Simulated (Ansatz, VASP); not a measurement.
# One calculation of AlN, two programs

File INCAR:

```
SYSTEM = AlN
ALGO     = Normal         ! electronic algorithm
EDIFF    = 1E-6           ! SCF threshold, eV
ENCUT    = 600            ! plane-wave cutoff, eV
GGA      = PE             ! functional
GGA_COMPAT= .FALSE.      
ISIF     = 2              ! what is computed and relaxed
ISMEAR   = 0              ! smearing method
LASPH    = .TRUE.         ! aspherical terms in the spheres
LCHARG   = .FALSE.        ! write CHGCAR
LREAL    = .FALSE.        ! projectors in reciprocal space
LWAVE    = .FALSE.        ! write WAVECAR
NBANDS   = 11             ! bands
NELM     = 120            ! most SCF steps
PREC     = Accurate       ! precision mode
SIGMA    = 0.1            ! smearing width, eV
```

KPOINTS

```
k-points
0
G
  6 6 6
  0 0 0
```

Contents of POSCAR:

```
AlN
1.0
    0.0000000000      2.0678766831      2.0678766831
    2.0678766831      0.0000000000      2.0678766831
    2.0678766831      2.0678766831      0.0000000000
Al N
1 1
Direct
    0.5000000000      0.5000000000      0.5000000000
    0.0000000000      0.0000000000      0.0000000000
```

Input for Ansatz:

```yaml
crystal:
  lattice:
    - [0.0, 2.0678766831, 2.0678766831]
    - [2.0678766831, 0.0, 2.0678766831]
    - [2.0678766831, 2.0678766831, 0.0]
  atoms:
    - { symbol: Al, position: [0.5, 0.5, 0.5] }
    - { symbol: "N", position: [0.0, 0.0, 0.0] }
basis:
  ecutwfc: 420
  ecutrho_ratio: 8
kpoints:
  mp_grid: { grid: [6, 6, 6] }
hamiltonian:
  xc: pbe
scf:
  occupations: { method: gaussian, width: 0.1 }
  max_iter: 51
output:
  forces: true
  stress: true
  eigenvalues: true
```

Alike in both runs: task single point; functional PBE; k mesh 6 × 6 × 6; occupations gaussian, width 0.1 eV; no spin polarisation.

|  | VASP | Ansatz |
| --- | --- | --- |
| version | VASP 6.6.1 | Ansatz 0.2.0 |
| potentials or method | VASP PAW PBE potentials, release 64 (Al, N), cutoff 600 eV | scalar-relativistic, plane waves, PAW |
| valence electrons in the cell | 8 | 8 |

Ansatz gave:

* gap on the k mesh at the Fermi level (eV): 3.99
* least direct gap on the mesh (eV): 4.72
* pressure (GPa): -10.9

Problem. Which values does VASP return?

Solution. gap on the k mesh at the Fermi level (eV): 3.97; least direct gap on the mesh (eV): 4.73; pressure (GPa): -11.3.

The k mesh is coarse, so the values compare programs but aren't converged.
